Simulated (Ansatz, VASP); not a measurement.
Ge2Sb2Te5 in VASP and in Ansatz

```
Ge Sb Te
1.0
     4.17762    0.00000    0.00000
    -2.08881    3.61793    0.00000
     0.00000    0.00000   18.84442
Ge Sb Te
2 2 5
Direct
  0.00000 0.00000 0.33132
  0.00000 0.00000 0.66868
  0.33333 0.66667 0.11210
  0.66667 0.33333 0.88790
  0.00000 0.00000 0.00000
  0.33333 0.66667 0.79143
  0.66667 0.33333 0.20857
  0.33333 0.66667 0.40960
  0.66667 0.33333 0.59040
```

Alike in both runs: task single point; functional PBE; k mesh 12 × 12 × 2; occupations gaussian, width 0.03 eV; no spin polarisation.

|  | VASP | Ansatz |
| --- | --- | --- |
| version | VASP 6.6.1 | Ansatz 0.2.0 |
| potentials or method | VASP PAW PBE potentials, release 64 (Ge_d, Sb, Te), cutoff 520 eV | scalar-relativistic, plane waves, PAW |
| valence electrons in the cell | 68 | 138 |

|  | VASP | Ansatz | Ansatz less VASP |
| --- | --- | --- | --- |
| gap on the k mesh at the Fermi level (eV) | none | none | - |
| pressure (GPa) | 0.1 | 0.1 | 0.00 |
| traceless stress, the component that is largest in VASP (GPa) | -1.33 | -1.34 | -0.008 |
| rms of the force components (eV/Å) | 0.062 | 0.070 | +0.0080 |

Atom by atom the forces differ by 0.010 eV/Å (rms over components). A gap of «none» marks a metal or a gap that the smearing closes. VASP's potentials hold 68 valence electrons a cell and Ansatz's 138, so a difference there can come from the potentials and not from the codes.

Spin-orbit coupling is off throughout.
